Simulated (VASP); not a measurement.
AlN (CsCl type), 2 atoms in the cell. The structure is cubic, space group Pm-3m (No. 221). The conventional cell has a = 2.253 Å, b = 2.253 Å, c = 2.253 Å, α = 90.00°, β = 90.00°, γ = 90.00°. Al (site symmetry m-3m) has 8 N at 1.95 Å and 6 Al at 2.25 Å within 2.6 Å. Within 2.6 Å of N (site symmetry m-3m) lie 8 Al at 1.95 Å and 6 N at 2.25 Å.  This cell differs from its parent crystal: volume scaled by 0.64.

- Program: VASP 6.6.1
- Task: single point
- Functional: PBE
- Potentials or basis: VASP PAW PBE potentials, release 64 (Al, N)
- Cutoff: 520 eV
- k mesh: 15 × 15 × 15
- Occupations: fermi-dirac, width 0.1 eV
- Spin: no spin polarisation
- Dipole correction: no
- Further INCAR settings: ALGO = Normal; EDIFF = 1e-06; NBANDS = 11

Potentials or basis: VASP PAW PBE potentials, release 64 (Al, N).

Command:

```sh
$ cat potpaw_PBE.64/Al/POTCAR potpaw_PBE.64/N/POTCAR > POTCAR
$ mpirun -np 1 vasp_std > vasp.out
```

Hardware: 1 thread of AMD EPYC 7R13 Processor (Zen 3), with other jobs on the host.

Q: Estimate the wall time of this run.

A: Wall time 11 s on 1 thread of AMD EPYC 7R13 Processor (Zen 3), on a shared host, peak memory 0.09 GiB. Counts: scf iterations 13, k points 120.
